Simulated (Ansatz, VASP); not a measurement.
**Mg3ZrN2: VASP beside Ansatz**

```
Mg Zr N
1.0
    -2.22161    2.22161    4.49977
     2.22161   -2.22161    4.49977
     2.22161    2.22161   -4.49977
Mg Zr N
3 1 2
Direct
  0.75000 0.25000 0.50000
  0.25000 0.75000 0.50000
  0.50000 0.50000 0.00000
  0.00000 0.00000 0.00000
  0.50000 0.00000 0.50000
  0.00000 0.50000 0.50000
```

Alike in both runs: task relaxation of cell and atoms; functional PBE; k mesh 6 × 6 × 6; occupations gaussian, width 0.1 eV; no spin polarisation.

```csv
,VASP,Ansatz
version,VASP 6.6.1,Ansatz 0.2.0
potentials or method,"VASP PAW PBE potentials, release 64 (Mg, Zr_sv, N), cutoff 600 eV","scalar-relativistic, plane waves, PAW"
valence electrons in the cell,28,52
```

```tsv
	VASP	Ansatz	Ansatz less VASP
gap on the k mesh at the Fermi level, each at its own relaxed structure (eV)	none	none	-
relaxed volume (Å³/atom)	14.75	14.80	+0.055
relaxed cell length with the largest relative difference (Å)	5.486	5.492	+0.0064
```

A gap of «none» marks a metal or a gap that the smearing closes. VASP's potentials hold 28 valence electrons a cell and Ansatz's 52, so a difference there can come from the potentials and not from the codes.
